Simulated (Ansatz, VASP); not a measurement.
One calculation of Cu3OF3, two programs

```
Cu O F
1.0
     4.27593    0.00000    0.00000
     0.00000    4.27593    0.00000
     0.00000    0.00000    4.27593
Cu O F
3 1 3
Cartesian
  2.1380 2.1380 0.0000
  0.0000 2.1380 2.1380
  2.1380 0.0000 2.1380
  2.1380 2.1380 2.1380
  2.1380 0.0000 0.0000
  0.0000 2.1380 0.0000
  0.0000 0.0000 2.1380
```

Change from the starting cell: species swapped into the Ce3GaBr3 type (Pm-3m, No. 221).

Alike in both runs: functional PBE; k mesh 4 × 4 × 4; occupations gaussian, width 0.1 eV; collinear spin.

Ansatz relaxed the structure, and its values are those at the end. VASP's run is a single point on that final structure, the one shown.

```csv
,VASP,Ansatz
version,VASP 6.6.1,Ansatz 0.2.0
potentials or method,"VASP PAW PBE potentials, release 64 (Cu, O, F), cutoff 520 eV","scalar-relativistic, plane waves, PAW"
valence electrons in the cell,60,84
```

|  | VASP | Ansatz | Ansatz less VASP |
| --- | --- | --- | --- |
| gap on the k mesh at the Fermi level (eV) | none | none | - |
| pressure (GPa) | -0.4 | -0.4 | +0.08 |
| net moment per atom (μB) | 0.19 | 0.19 | +0.001 |
| size of the moment on the site where the two differ most (μB) | 0.15 | 0.16 | +0.010 |

Site moments also hang on the region over which each program counts them. A gap of «none» marks a metal or a gap that the smearing closes. VASP's potentials hold 60 valence electrons a cell and Ansatz's 84, so a difference there can come from the potentials and not from the codes.

The k mesh is coarse, so the values compare programs but aren't converged.
